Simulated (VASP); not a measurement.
# ZrB (Fm-3m) in VASP: further runs

The runs below take ZrB through single point, relaxation of cell and atoms, with PBE+D3(BJ).

Program: VASP 6.6.1. These are calculated values, not measurements. Logs are shortened: lines on timing, memory, paths and dates and some standing lists are left out, and cuts for length are marked.

## (1) The cell of the first run

The structure is cubic, space group Fm-3m (No. 225). Conventional cell: a = 4.861 Å, b = 4.861 Å, c = 4.861 Å, α = 90.00°, β = 90.00°, γ = 90.00°. Within 3.2 Å of Zr (site symmetry m-3m) lie 6 B at 2.43 Å. B (site symmetry m-3m) has 6 Zr at 2.43 Å within 3.2 Å.

## (2) Single point, PBE+D3(BJ)

Contents of INCAR:

```
  PREC = Accurate
  ENCUT = 520
  EDIFF = 1E-6
  ISMEAR = 1
  SIGMA = 0.1
  LREAL = F
  LASPH = T
  NELM = 100
  ALGO = Normal
  ISIF = 2
  LWAVE = F
  LCHARG = F
  GGA = PE
  IVDW = 12
  NBANDS = 14
```

Contents of KPOINTS:

```
Automatic mesh
0
Gamma
  7 7 7
```

Contents of POSCAR:

```
ZrB
1.0
    0.0000000000      2.4304085011      2.4304085011
    2.4304085011      0.0000000000      2.4304085011
    2.4304085011      2.4304085011      0.0000000000
Zr B
1 1
Direct
    0.5000000000      0.5000000000      0.5000000000
    0.0000000000      0.0000000000      0.0000000000
```

Potentials or basis: VASP PAW PBE potentials, release 64 (Zr_sv, B).

The run is started by

```console
$ cat potpaw_PBE.64/Zr_sv/POTCAR potpaw_PBE.64/B/POTCAR > POTCAR
$ mpirun -np 1 vasp_std > vasp.out
```

OUTCAR:

```text
PREC = Accurate
   ENCUT = 520
   EDIFF = 1E-6
   ISMEAR = 1
   LREAL = F
   LASPH = T
   NELM = 100
   ISIF = 2
   GGA = PE
   IVDW = 12
 IVDW          = 12

 ion  position               nearest neighbor table
   1  0.500  0.500  0.500-   2 2.43   2 2.43   2 2.43   2 2.43   2 2.43   2 2.43
   2  0.000  0.000  0.000-   1 2.43   1 2.43   1 2.43   1 2.43   1 2.43   1 2.43

  LATTYP: Found a face centered cubic cell.
 ALAT       =     4.8608170022

  Lattice vectors:

 A1 = (   0.0000000000,   2.4304085011,   2.4304085011)
 A2 = (   2.4304085011,   0.0000000000,   2.4304085011)
 A3 = (   2.4304085011,   2.4304085011,   0.0000000000)

Analysis of symmetry for initial positions (statically):
=====================================================================
 Subroutine PRICEL returns:
 Original cell was already a primitive cell.

 Routine SETGRP: Setting up the symmetry group for a
 face centered cubic supercell.

 Subroutine GETGRP returns: Found 48 space group operations
 (whereof 48 operations were pure point group operations)
 out of a pool of 48 trial point group operations.

The static configuration has the point symmetry O_h .

Analysis of symmetry for dynamics (positions and initial velocities):
=====================================================================
 Subroutine PRICEL returns:
 Original cell was already a primitive cell.

 Routine SETGRP: Setting up the symmetry group for a
 face centered cubic supercell.

 Subroutine GETGRP returns: Found 48 space group operations
 (whereof 48 operations were pure point group operations)
 out of a pool of 48 trial point group operations.

The dynamic configuration has the point symmetry O_h .

 Subroutine INISYM returns: Found 48 space group operations
 (whereof 48 operations are pure point group operations),
 and found     1 'primitive' translations

----------------------------------------------------------------------------------------

                                     Primitive cell

  volume of cell :      28.7123

  direct lattice vectors                    reciprocal lattice vectors
     0.000000000  2.430408501  2.430408501    -0.205726733  0.205726733  0.205726733
     2.430408501  0.000000000  2.430408501     0.205726733 -0.205726733  0.205726733
     2.430408501  2.430408501  0.000000000     0.205726733  0.205726733 -0.205726733

  length of vectors
     3.437116664  3.437116664  3.437116664     0.356329153  0.356329153  0.356329153

  position of ions in fractional coordinates (direct lattice)
     0.500000000  0.500000000  0.500000000
     0.000000000  0.000000000  0.000000000
[... 84 lines left out ...]
   NUPDOWN=      -1.0000    fix difference up-down
   EMIN   =  10.00;   EMAX   =-10.00  energy-range for DOS
   EFERMI =   0.00;   METHOD = LEGACY
   ISMEAR =     1;   SIGMA  =   0.10  broadening in eV -4-tet -1-fermi 0-gaus
   EFERMI_NEDOS =   21; number of points for ismear=-14 and -15
   IALGO  =     38    algorithm
   IMIX   =      4    mixing-type and parameters
     AMIX     =   0.40;   BMIX     =  1.00
     AMIX_MAG =   1.60;   BMIX_MAG =  1.00
  volume/ion in A,a.u.               =      14.36        96.88
  Fermi-wavevector in a.u.,A,eV,Ry     =   1.318508  2.491618 23.653216  1.738462
  Thomas-Fermi vector in A             =   2.448472
   LORBIT       =      0    0 simple, 1 ext, 2 COOP (PROOUT), +10 PAW based schemes
   GGA     = PE    functional components
   LHFCALC =     F    Hartree Fock is set to
   AEXX    =    0.0000 exact exchange contribution
   IVDW    =    12    specifies the selected vdW correction
   LEPSILON=     F    determine dielectric tensor
   LRPA    =     F    only Hartree local field effects (RPA)
 non-spin polarized calculation
 Methfessel and Paxton  Order N= 1 SIGMA  =   0.10
  energy-cutoff  :      520.00
  volume of cell :       28.71
 maximum number of plane-waves:       785
 NGX is ok and might be reduce to    28
   NGX = 13   NGY = 13   NGZ = 13

 number of electron      15.0000000 magnetization

 Free energy of the ion-electron system (eV)
  ---------------------------------------------------
  ext. energy  EPLUGINS =         0.00000000
  ---------------------------------------------------
  free energy    TOTEN  =       -15.97675069 eV

  energy without entropy =      -15.97735846  energy(sigma->0) =      -15.97695328

 E-fermi :   7.6521     XC(G=0): -11.5957

 val. band max:        7.6060891040   @ k =   0.4286   0.2857   0.1429
 cond. band min:       7.6742699098   @ k =   0.2857   0.2857   0.0000
 fundamental gap:      0.0681808058
 Fermi energy:         7.6521103100

 k-point     1 :       0.0000    0.0000    0.0000
  band No.  band energies     occupation
      1     -39.6602      2.00000
      2     -17.4772      2.00000
      3     -17.4772      2.00000
      4     -17.4772      2.00000
      5      -0.3934      2.00000
      6       9.4785     -0.00000
      7       9.4785     -0.00000
      8       9.4785     -0.00000
      9      10.9321      0.00000
     10      10.9321      0.00000
     11      11.1929      0.00000
     12      11.1929      0.00000
     13      11.1929      0.00000
     14      18.4551      0.00000
[... 309 lines left out ...]
      1     -39.5745      2.00000
      2     -17.8736      2.00000
      3     -17.8441      2.00000
      4     -17.6578      2.00000
      5       2.3807      2.00000
      6       6.0465      2.00000
      7       6.6695      2.00000
      8       7.2614      2.00000
      9      11.6007      0.00000
     10      12.5187      0.00000
     11      13.7966      0.00000
     12      15.2695      0.00000
     13      16.3035      0.00000
     14      21.2687      0.00000

------------------------ aborting loop because EDIFF is reached ----------------------------------------

 Edisp (eV)   -0.78462

 E8    (eV) :    -0.3661

  FORCE on cell =-STRESS in cart. coord.  units (eV):
  Direction    XX          YY          ZZ          XY          YZ          ZX
  --------------------------------------------------------------------------------------
  -------------------------------------------------------------------------------------
  Total       0.01956     0.01956     0.01956    -0.00000     0.00000    -0.00000
  in kB       1.09147     1.09147     1.09147    -0.00000     0.00000    -0.00000
  external pressure =        1.09 kB  Pullay stress =        0.00 kB

 VOLUME and BASIS-vectors are now :
 -----------------------------------------------------------------------------
  energy-cutoff  :      520.00
  volume of cell :       28.71
      direct lattice vectors                 reciprocal lattice vectors
     0.000000000  2.430408501  2.430408501    -0.205726733  0.205726733  0.205726733
     2.430408501  0.000000000  2.430408501     0.205726733 -0.205726733  0.205726733
     2.430408501  2.430408501  0.000000000     0.205726733  0.205726733 -0.205726733

 POSITION                                       TOTAL-FORCE (eV/Angst)
 -----------------------------------------------------------------------------------
      2.43041      2.43041      2.43041        -0.000000      0.000000      0.000000
      0.00000      0.00000      0.00000         0.000000     -0.000000     -0.000000
 -----------------------------------------------------------------------------------
    total drift:                                0.000000      0.000000      0.000000

  FREE ENERGIE OF THE ION-ELECTRON SYSTEM (eV)
  ---------------------------------------------------
  free  energy   TOTEN  =       -16.7613685041 eV

  energy  without entropy=      -16.7619762649  energy(sigma->0) =      -16.76157109
```

OSZICAR:

```text
N       E                     dE             d eps       ncg     rms          rms(c)
DAV:   1     0.931279355685E+02    0.93128E+02   -0.77417E+03   560   0.103E+03
DAV:   2    -0.122642431079E+02   -0.10539E+03   -0.10068E+03   722   0.280E+02
DAV:   3    -0.177104173346E+02   -0.54462E+01   -0.54079E+01   888   0.511E+01
DAV:   4    -0.178690000928E+02   -0.15858E+00   -0.15851E+00   690   0.621E+00
DAV:   5    -0.178709853482E+02   -0.19853E-02   -0.19852E-02   800   0.626E-01    0.177E+01
DAV:   6    -0.159774233556E+02    0.18936E+01   -0.28473E+00   638   0.146E+01    0.614E+00
DAV:   7    -0.159761348534E+02    0.12885E-02   -0.25557E-01   778   0.348E+00    0.293E+00
DAV:   8    -0.159779867830E+02   -0.18519E-02   -0.32527E-02   728   0.153E+00    0.360E-01
DAV:   9    -0.159766878554E+02    0.12989E-02   -0.44169E-03   650   0.431E-01    0.167E-01
DAV:  10    -0.159767548474E+02   -0.66992E-04   -0.57417E-04   644   0.270E-01    0.411E-02
DAV:  11    -0.159767525163E+02    0.23310E-05   -0.29097E-05   752   0.466E-02    0.514E-03
DAV:  12    -0.159767506713E+02    0.18451E-05   -0.18924E-06   632   0.149E-02    0.444E-03
DAV:  13    -0.159767506948E+02   -0.23510E-07   -0.16632E-07   364   0.434E-03
   1 F= -.16761369E+02 E0= -.16761571E+02  d E =0.607761E-03
```

It took 7.9 s on 1 thread of Intel Xeon Platinum 8488C (Sapphire Rapids), shared host; peak memory 0.16 GiB.

What came out:

- Free energy: -16.7614 eV
- Pressure: 0.1 GPa
- Dispersion energy per atom: -0.392 eV

Levels at points of the mesh, in eV from the Fermi level:
```csv
k point,band 3,band 4,band 5,band 6,band 7,band 8,band 9,band 10,band 11,band 12
"(0.00, 0.00, 0.00)",-25.13,-25.13,-8.05,1.83,1.83,1.83,3.28,3.28,3.54,3.54
```

Caveat: pairwise dispersion overbinds metals, which lowers pressure and volume.

## (3) Relaxation of cell and atoms, PBE+D3(BJ)

This run uses another cell than the first one, of 14.82 Å³/atom, 1.032 times its volume.

Contents of INCAR:

```
SYSTEM = ZrB
PREC = Accurate ; ENCUT = 600
EDIFF = 1E-6 ; ISMEAR = 1
SIGMA = 0.1 ; LREAL = .FALSE.
LASPH = .TRUE. ; NELM = 60
ALGO = Normal ; ISIF = 3
LWAVE = .FALSE. ; LCHARG = .FALSE.
GGA = PE ; IVDW = 12
IBRION = 2 ; NSW = 50
EDIFFG = -0.005
```

Contents of KPOINTS:

```
regular mesh
0
G
  7 7 7
  0 0 0
```

Contents of POSCAR:

```
ZrB
1.0
    0.0000000000      2.4563210000      2.4563210000
    2.4563210000      0.0000000000      2.4563210000
    2.4563210000      2.4563210000      0.0000000000
Zr B
1 1
Direct
    0.5000000000      0.5000000000      0.5000000000
    0.0000000000      0.0000000000      0.0000000000
```

Potentials or basis: VASP PAW PBE potentials, release 64 (Zr_sv, B).

The run is started by

```console
$ cat potpaw_PBE.64/Zr_sv/POTCAR potpaw_PBE.64/B/POTCAR > POTCAR
$ mpirun -np 1 vasp_std > vasp.out
```

Wall time 18 s (1 thread of Intel Xeon Platinum 8488C (Sapphire Rapids), shared host); peak memory 0.17 GiB.

Results (log left out):

```yaml
Free_energy: -16.7625 eV
Relaxed_volume: 14.37 Å³/atom
Relaxed_cell: a = 3.438 Å, b = 3.438 Å, c = 3.438 Å, α = 60.00°, β = 60.00°, γ = 60.00°
Space_group_after_relaxing_to_0.05_Å: Fm-3m (No. 225)
Energy_gained_by_relaxing: 7.1 meV/atom
Ionic_steps: 3
Pressure_after_relaxing: 0.0 GPa
Dispersion_energy_per_atom: -0.392 eV
```

Step by step:
| step | energy change (eV) | largest force (eV/Å) | pressure (GPa) | volume (Å³) |
| --- | --- | --- | --- | --- |
| 1 | 0.0000 | 0.0000 | -4.90 | 29.64 |
| 2 | 0.0048 | 0.0000 | 6.31 | 27.74 |
| 3 | -0.0142 | 0.0000 | -0.02 | 28.74 |

Final structure:
```
CELL_PARAMETERS angstrom
0.00000 2.43116 2.43116
2.43116 0.00000 2.43116
2.43116 2.43116 0.00000
ATOMIC_POSITIONS crystal
Zr 0.50000 0.50000 0.50000
B 0.00000 0.00000 0.00000
```

Levels at points of the mesh, in eV from the Fermi level:
| k point | band 3 | band 4 | band 5 | band 6 | band 7 | band 8 | band 9 | band 10 | band 11 |
| --- | --- | --- | --- | --- | --- | --- | --- | --- | --- |
| (0.00, 0.00, 0.00) | -25.13 | -25.13 | -8.04 | 1.82 | 1.82 | 1.82 | 3.28 | 3.28 | 3.54 |

Caveat: pairwise dispersion overbinds metals, which lowers pressure and volume.
